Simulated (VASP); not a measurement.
# K in VASP: a series of runs, part 2 of 2

VASP 6.6.1. The steps go on from the part before.

## 5. Single point, PBE (strain +0.000 along x and y, +0.030 along z)

INCAR reads:

```
PREC = Accurate ; ENCUT = 520
EDIFF = 1E-7 ; ISMEAR = 0
SIGMA = 0.15 ; LREAL = F
LASPH = T ; NELM = 100
ALGO = Fast ; ISIF = 2
LWAVE = F ; LCHARG = F
GGA = PE ; NBANDS = 10
```

KPOINTS reads:

```
regular mesh
0
Gamma
  12 12 12
```

POSCAR reads:

```
K
1.0
    4.3104394900      0.0000000000      0.0000000000
    0.0000000000      4.3104394900      0.0000000000
    0.0000000000      0.0000000000      4.4397526747
K
1
Direct
    0.0000000000      0.0000000000      0.0000000000
```

Potentials or basis: VASP PAW PBE potentials, release 64 (K_sv).

Run with:

```sh
$ cat potpaw_PBE.64/K_sv/POTCAR > POTCAR
$ mpirun -np 1 vasp_std > vasp.out
```

OUTCAR:

```text
PREC = Accurate
   ENCUT = 520
   EDIFF = 1E-7
   ISMEAR = 0
   LREAL = F
   LASPH = T
   NELM = 100
   ISIF = 2
   GGA = PE

 ion  position               nearest neighbor table
   1  0.000  0.000  0.000-

  LATTYP: Found a simple tetragonal cell.
 ALAT       =     4.3104394900
 C/A-ratio  =     1.0300000000

  Lattice vectors:

 A1 = (   4.3104394900,   0.0000000000,   0.0000000000)
 A2 = (   0.0000000000,   4.3104394900,   0.0000000000)
 A3 = (   0.0000000000,   0.0000000000,   4.4397526747)

Analysis of symmetry for initial positions (statically):
=====================================================================
 Subroutine PRICEL returns:
 Original cell was already a primitive cell.

 Routine SETGRP: Setting up the symmetry group for a
 simple tetragonal supercell.

 Subroutine GETGRP returns: Found 16 space group operations
 (whereof 16 operations were pure point group operations)
 out of a pool of 16 trial point group operations.

The static configuration has the point symmetry D_4h.

Analysis of symmetry for dynamics (positions and initial velocities):
=====================================================================
 Subroutine PRICEL returns:
 Original cell was already a primitive cell.

 Routine SETGRP: Setting up the symmetry group for a
 simple tetragonal supercell.

 Subroutine GETGRP returns: Found 16 space group operations
 (whereof 16 operations were pure point group operations)
 out of a pool of 16 trial point group operations.

The dynamic configuration has the point symmetry D_4h.

 Subroutine INISYM returns: Found 16 space group operations
 (whereof 16 operations are pure point group operations),
 and found     1 'primitive' translations

----------------------------------------------------------------------------------------

                                     Primitive cell

  volume of cell :      82.4901

  direct lattice vectors                    reciprocal lattice vectors
     4.310439490  0.000000000  0.000000000     0.231994905  0.000000000  0.000000000
     0.000000000  4.310439490  0.000000000     0.000000000  0.231994905  0.000000000
     0.000000000  0.000000000  4.439752675     0.000000000  0.000000000  0.225237772

  length of vectors
     4.310439490  4.310439490  4.439752675     0.231994905  0.231994905  0.225237772

  position of ions in fractional coordinates (direct lattice)
     0.000000000  0.000000000  0.000000000

  ion indices of the primitive-cell ions
   primitive index   ion index
                 1           1

----------------------------------------------------------------------------------------

 KPOINTS: regular mesh

Automatic generation of k-mesh.
 Grid dimensions read from file:
 generate k-points for:   12   12   12

 Generating k-lattice:

  Cartesian coordinates                     Fractional coordinates (reciprocal lattice)
     0.019332909  0.000000000  0.000000000     0.083333333  0.000000000  0.000000000
     0.000000000  0.019332909  0.000000000     0.000000000  0.083333333  0.000000000
     0.000000000  0.000000000  0.018769814     0.000000000  0.000000000  0.083333333

  Length of vectors
     0.019332909  0.019332909  0.018769814

  Shift w.r.t. Gamma in fractional coordinates (k-lattice)
     0.000000000  0.000000000  0.000000000

 Subroutine IBZKPT returns following result:
 ===========================================

 Found    196 irreducible k-points:

 Following reciprocal coordinates:
            Coordinates               Weight
  0.000000  0.000000  0.000000      1.000000
  0.083333  0.000000  0.000000      4.000000
  0.166667  0.000000  0.000000      4.000000
  0.250000  0.000000  0.000000      4.000000
  0.333333  0.000000  0.000000      4.000000
  0.416667  0.000000  0.000000      4.000000
[... 16 lines left out ...]
  0.333333  0.333333  0.000000      4.000000
  0.416667  0.333333  0.000000      8.000000
 [... further k-points ...]
   k-points           NKPTS =    196   k-points in BZ     NKDIM =    196   number of bands    NBANDS=     10
   number of dos      NEDOS =    301   number of ions     NIONS =      1
   total plane-waves  NPLWV =  36864
   dimension x,y,z NGX =    32 NGY =   32 NGZ =   36
   dimension x,y,z NGXF=    64 NGYF=   64 NGZF=   72
   ions per type =               1
   NGX,Y,Z   is equivalent  to a cutoff of  12.34, 12.34, 13.48 a.u.
   NGXF,Y,Z  is equivalent  to a cutoff of  24.68, 24.68, 26.96 a.u.
 SYSTEM =  unknown system
   PREC   = accura    normal or accurate (medium, high low for compatibility)
   ISTART =      0    job   : 0-new  1-cont  2-samecut
   ICHARG =      2    charge: 1-file 2-atom 10-const
   ISPIN  =      1    spin polarized calculation?
   LNONCOLLINEAR =      F non collinear calculations
   LSORBIT =      F    spin-orbit coupling
   LASPH  =      T    aspherical Exc in radial PAW
   ENCUT  =  520.0 eV  38.22 Ry    6.18 a.u.   8.01  8.01  8.25*2*pi/ulx,y,z
   NELM   =    100;   NELMIN=  2; NELMDL= -5     # of ELM steps
   EDIFF  = 0.1E-06   stopping-criterion for ELM
   LREAL  =      F    real-space projection
   EDIFFG = 0.1E-05   stopping-criterion for IOM
   NSW    =      0    number of steps for IOM
   IBRION =     -1    ionic relax: 0-MD 1-quasi-New 2-CG
   NFREE  =      0    steps in history (QN), initial steepest desc. (CG)
   ISIF   =      2    stress and relaxation
   ISYM   =      2    0-nonsym 1-usesym 2-fastsym
   POTIM  = 0.5000    time-step for ionic-motion
   TEBEG  =    0.0;   TEEND  =   0.0 temperature during run
   PSTRESS=    0.0 pullay stress
   NELECT =       9.0000    total number of electrons
   NUPDOWN=      -1.0000    fix difference up-down
   EMIN   =  10.00;   EMAX   =-10.00  energy-range for DOS
   EFERMI =   0.00;   METHOD = LEGACY
   ISMEAR =     0;   SIGMA  =   0.15  broadening in eV -4-tet -1-fermi 0-gaus
   EFERMI_NEDOS =   21; number of points for ismear=-14 and -15
   IALGO  =     68    algorithm
   IMIX   =      4    mixing-type and parameters
     AMIX     =   0.40;   BMIX     =  1.00
     AMIX_MAG =   1.60;   BMIX_MAG =  1.00
  volume/ion in A,a.u.               =      82.49       556.67
  Fermi-wavevector in a.u.,A,eV,Ry     =   0.782267  1.478270  8.325973  0.611942
  Thomas-Fermi vector in A             =   1.885955
   LORBIT       =      0    0 simple, 1 ext, 2 COOP (PROOUT), +10 PAW based schemes
   GGA     = PE    functional components
   LHFCALC =     F    Hartree Fock is set to
   AEXX    =    0.0000 exact exchange contribution
   IVDW    =     0    specifies the selected vdW correction
   LEPSILON=     F    determine dielectric tensor
   LRPA    =     F    only Hartree local field effects (RPA)
 non-spin polarized calculation
 RMM-DIIS sequential band-by-band and
 Gauss-broadening in eV      SIGMA  =   0.15
  energy-cutoff  :      520.00
  volume of cell :       82.49
 maximum number of plane-waves:      2264
   NGX = 17   NGY = 17   NGZ = 17

 number of electron       9.0000002 magnetization

 Free energy of the ion-electron system (eV)
  ---------------------------------------------------
  ext. energy  EPLUGINS =         0.00000000
  ---------------------------------------------------
  free energy    TOTEN  =        -0.94503741 eV

  energy without entropy =       -0.93558823  energy(sigma->0) =       -0.94031282

 E-fermi :  -0.3238     XC(G=0):  -5.3713

 val. band max:       -0.3311050164   @ k =   0.4167   0.2500   0.0000
 cond. band min:      -0.3044269119   @ k =   0.4167   0.0833   0.2500
 fundamental gap:      0.0266781044
 Fermi energy:        -0.3238458418

 k-point     1 :       0.0000    0.0000    0.0000
  band No.  band energies     occupation
      1     -32.6861      2.00000
      2     -16.1337      2.00000
      3     -16.1282      2.00000
      4     -16.1282      2.00000
      5      -2.3380      2.00000
      6       2.5105      0.00000
      7       2.5911      0.00000
      8       5.5501      0.00000
      9       5.7165      0.00000
     10       5.8322      0.00000
[... 287 lines left out ...]
 k-point    24 :       0.4167    0.3333    0.0000
  band No.  band energies     occupation
      1     -32.6793      2.00000
      2     -16.1980      2.00000
      3     -16.1817      2.00000
      4     -16.1217      2.00000
      5       0.0249      0.00101
      6       1.1926      0.00000
      7       2.2525      0.00000
      8       3.1256      0.00000
      9       4.4860      0.00000
     10       4.7912      0.00000

 [... further k-points ...]

------------------------ aborting loop because EDIFF is reached ----------------------------------------

  FORCE on cell =-STRESS in cart. coord.  units (eV):
  Direction    XX          YY          ZZ          XY          YZ          ZX
  --------------------------------------------------------------------------------------
  -------------------------------------------------------------------------------------
  Total       -0.0177865     -0.0177865     -0.1327414      0.0000000      0.0000000      0.0000000
  in kB       -0.3454611     -0.3454611     -2.5781903      0.0000000      0.0000000      0.0000000
  external PRESSURE =      -1.0897042 kB  Pullay stress =       0.0000000 kB

 VOLUME and BASIS-vectors are now :
 -----------------------------------------------------------------------------
  energy-cutoff  :      520.00
  volume of cell :       82.49
      direct lattice vectors                 reciprocal lattice vectors
     4.310439490  0.000000000  0.000000000     0.231994905  0.000000000  0.000000000
     0.000000000  4.310439490  0.000000000     0.000000000  0.231994905  0.000000000
     0.000000000  0.000000000  4.439752675     0.000000000  0.000000000  0.225237772

 POSITION                                       TOTAL-FORCE (eV/Angst)
 -----------------------------------------------------------------------------------
      0.00000      0.00000      0.00000         0.000000      0.000000      0.000000
 -----------------------------------------------------------------------------------
    total drift:                                0.000000     -0.000000     -0.000000

  FREE ENERGIE OF THE ION-ELECTRON SYSTEM (eV)
  ---------------------------------------------------
  free  energy   TOTEN  =        -0.9450374060 eV

  energy  without entropy=       -0.9355882309  energy(sigma->0) =       -0.94031282
```

OSZICAR:

```text
N       E                     dE             d eps       ncg     rms          rms(c)
DAV:   1     0.459398406419E+02    0.45940E+02   -0.35075E+03  3920   0.675E+02
DAV:   2     0.773548996772E+00   -0.45166E+02   -0.44572E+02  4208   0.186E+02
DAV:   3    -0.891076295753E+00   -0.16646E+01   -0.16583E+01  6136   0.289E+01
DAV:   4    -0.944488571785E+00   -0.53412E-01   -0.53037E-01  5280   0.447E+00
DAV:   5    -0.946062369564E+00   -0.15738E-02   -0.15729E-02  6164   0.508E-01    0.167E+00
RMM:   6    -0.945371440820E+00    0.69093E-03   -0.10082E-03  5177   0.217E-01    0.105E+00
RMM:   7    -0.944936063940E+00    0.43538E-03   -0.26778E-03  5565   0.344E-01    0.762E-02
RMM:   8    -0.945014661560E+00   -0.78598E-04   -0.47154E-04  6151   0.171E-01    0.231E-02
RMM:   9    -0.945033663092E+00   -0.19002E-04   -0.98570E-05  6341   0.585E-02    0.128E-02
RMM:  10    -0.945034995359E+00   -0.13323E-05   -0.34701E-05  6424   0.372E-02    0.727E-03
RMM:  11    -0.945035907676E+00   -0.91232E-06   -0.70303E-06  6961   0.152E-02    0.703E-03
RMM:  12    -0.945036627338E+00   -0.71966E-06   -0.27400E-06  6430   0.892E-03    0.102E-02
RMM:  13    -0.945037624006E+00   -0.99667E-06   -0.12272E-06  6196   0.814E-03    0.515E-03
RMM:  14    -0.945037460046E+00    0.16396E-06   -0.66209E-07  5785   0.443E-03    0.313E-03
RMM:  15    -0.945037406002E+00    0.54044E-07   -0.29788E-07  5123   0.280E-03
   1 F= -.94503741E+00 E0= -.94031282E+00  d E =-.944918E-02
```

It took 2.3 min on 1 thread of Intel Xeon Platinum 8259CL at 2.50GHz (Skylake/Cascade Lake), shared host; peak memory 0.29 GiB.

What came out:

* Free energy: -0.9450 eV
* Pressure: -0.1 GPa

Caveat: the cell differs from its parent crystal (strain +0.000 along x and y, +0.030 along z).

## 6. Single point, PBE (strain +0.030 along x and y, +0.000 along z)

INCAR reads:

```
PREC = Accurate
ENCUT = 520
EDIFF = 1E-7
ISMEAR = 0
SIGMA = 0.15
LREAL = F
LASPH = T
NELM = 100
ALGO = Fast
ISIF = 2
LWAVE = F
LCHARG = F
GGA = PE
NBANDS = 10
```

KPOINTS is that of step 5.

POSCAR reads:

```
K
1.0
    4.4397526747      0.0000000000      0.0000000000
    0.0000000000      4.4397526747      0.0000000000
    0.0000000000      0.0000000000      4.3104394900
K
1
Direct
    0.0000000000      0.0000000000      0.0000000000
```

Potentials or basis: VASP PAW PBE potentials, release 64 (K_sv).

Run with:

```sh
$ cat potpaw_PBE.64/K_sv/POTCAR > POTCAR
$ mpirun -np 1 vasp_std > vasp.out
```

OUTCAR:

```text
PREC = Accurate
   ENCUT = 520
   EDIFF = 1E-7
   ISMEAR = 0
   LREAL = F
   LASPH = T
   NELM = 100
   ISIF = 2
   GGA = PE

 ion  position               nearest neighbor table
   1  0.000  0.000  0.000-

  LATTYP: Found a simple tetragonal cell.
 ALAT       =     4.4397526747
 C/A-ratio  =     0.9708737864

  Lattice vectors:

 A1 = (   4.4397526747,   0.0000000000,   0.0000000000)
 A2 = (   0.0000000000,   4.4397526747,   0.0000000000)
 A3 = (   0.0000000000,   0.0000000000,   4.3104394900)
[... 491 lines left out ...]
      9       4.6421      0.00000
     10       4.8923      0.00000

 [... further k-points ...]

------------------------ aborting loop because EDIFF is reached ----------------------------------------

  FORCE on cell =-STRESS in cart. coord.  units (eV):
  Direction    XX          YY          ZZ          XY          YZ          ZX
  --------------------------------------------------------------------------------------
  -------------------------------------------------------------------------------------
  Total       -0.1306722     -0.1306722     -0.0132400      0.0000000     -0.0000000      0.0000000
  in kB       -2.4640785     -2.4640785     -0.2496657      0.0000000     -0.0000000      0.0000000
  external PRESSURE =      -1.7259409 kB  Pullay stress =       0.0000000 kB

 VOLUME and BASIS-vectors are now :
 -----------------------------------------------------------------------------
  energy-cutoff  :      520.00
  volume of cell :       84.96
      direct lattice vectors                 reciprocal lattice vectors
     4.439752675  0.000000000  0.000000000     0.225237772  0.000000000  0.000000000
     0.000000000  4.439752675  0.000000000     0.000000000  0.225237772  0.000000000
     0.000000000  0.000000000  4.310439490     0.000000000  0.000000000  0.231994905

 POSITION                                       TOTAL-FORCE (eV/Angst)
 -----------------------------------------------------------------------------------
      0.00000      0.00000      0.00000         0.000000      0.000000      0.000000
 -----------------------------------------------------------------------------------
    total drift:                                0.000000      0.000000     -0.000000

  FREE ENERGIE OF THE ION-ELECTRON SYSTEM (eV)
  ---------------------------------------------------
  free  energy   TOTEN  =        -0.9429880188 eV

  energy  without entropy=       -0.9334004226  energy(sigma->0) =       -0.93819422
```

OSZICAR:

```text
N       E                     dE             d eps       ncg     rms          rms(c)
DAV:   1     0.464570529050E+02    0.46457E+02   -0.34843E+03  3920   0.674E+02
DAV:   2     0.837585692705E+00   -0.45619E+02   -0.45060E+02  4192   0.187E+02
DAV:   3    -0.871986468936E+00   -0.17096E+01   -0.16994E+01  6046   0.294E+01
[... 11 lines left out ...]
RMM:  15    -0.942989179705E+00    0.69044E-05   -0.41092E-06  5614   0.173E-02    0.948E-03
RMM:  16    -0.942987767136E+00    0.14126E-05   -0.19869E-06  5941   0.118E-02    0.107E-03
RMM:  17    -0.942987879628E+00   -0.11249E-06   -0.34759E-07  5267   0.368E-03    0.854E-04
RMM:  18    -0.942988051199E+00   -0.17157E-06   -0.81325E-08  4081   0.199E-03    0.985E-04
RMM:  19    -0.942988018816E+00    0.32383E-07   -0.77948E-08  3781   0.157E-03
   1 F= -.94298802E+00 E0= -.93819422E+00  d E =-.958760E-02
```

stdout:

```text
POSCAR found type information on POSCAR K
 POSCAR found :  1 types and       1 ions
 scaLAPACK will be used
 LDA part: xc-table for (Slater+PW92), standard interpolation
 POSCAR, INCAR and KPOINTS ok, starting setup
 FFT: planning ... GRIDC
 FFT: planning ... GRID_SOFT
 FFT: planning ... GRID
 WAVECAR not read
 entering main loop
WARNING in EDDRMM: call to ZHEGV failed, returncode =   8  4      8
WARNING in EDDRMM: call to ZHEGV failed, returncode =   6  3      5
WARNING in EDDRMM: call to ZHEGV failed, returncode =   8  4      8
WARNING in EDDRMM: call to ZHEGV failed, returncode =   6  3      5
```

Run time: 3.2 min. Hardware: 1 thread of Intel Xeon Platinum 8259CL at 2.50GHz (Skylake/Cascade Lake), shared host; peak memory 0.3 GiB.

Results:

| Item | Value |
| --- | --- |
| Free energy | -0.9430 eV |
| Pressure | -0.2 GPa |

Levels at points of the mesh, in eV from the Fermi level:
```csv
k point,band 2,band 3,band 4,band 5,band 6,band 7
"(0.00, 0.00, 0.00)",-15.82,-15.82,-15.82,-1.97,2.83,2.91
"(0.50, 0.00, 0.00)",-15.88,-15.82,-15.81,-0.11,0.16,3.44
"(0.50, 0.50, 0.00)",-15.88,-15.88,-15.81,1.18,1.87,1.96
"(0.00, 0.00, 0.50)",-15.90,-15.82,-15.82,0.03,0.24,3.49
"(0.50, 0.00, 0.50)",-15.89,-15.87,-15.81,1.20,2.02,2.06
"(0.50, 0.50, 0.50)",-15.88,-15.87,-15.87,2.25,2.25,2.37
```

Caveat: the cell differs from its parent crystal (strain +0.030 along x and y, +0.000 along z).

## 7. Summary

| cell | gap on the mesh (eV) | pressure (GPa) |
| --- | --- | --- |
| a = 4.181 Å, 1 atom | none | 0.3 |
| a = 4.181, b = 4.181, c = 4.310 Å, 1 atom | none | 0.1 |
| a = 4.310, b = 4.310, c = 4.181 Å, 1 atom | none | 0.1 |
| a = 4.310, b = 4.310, c = 4.440 Å, 1 atom | none | -0.1 |
| a = 4.440, b = 4.440, c = 4.310 Å, 1 atom | none | -0.2 |

Alike in all rows: task single point; level PBE; potentials or basis VASP PAW PBE potentials, release 64 (K_sv); no spin polarisation; k mesh 12 × 12 × 12; cutoff (eV) 520; smearing gaussian 0.15 eV.

Absolute energies hang on the potentials; compare differences alone.
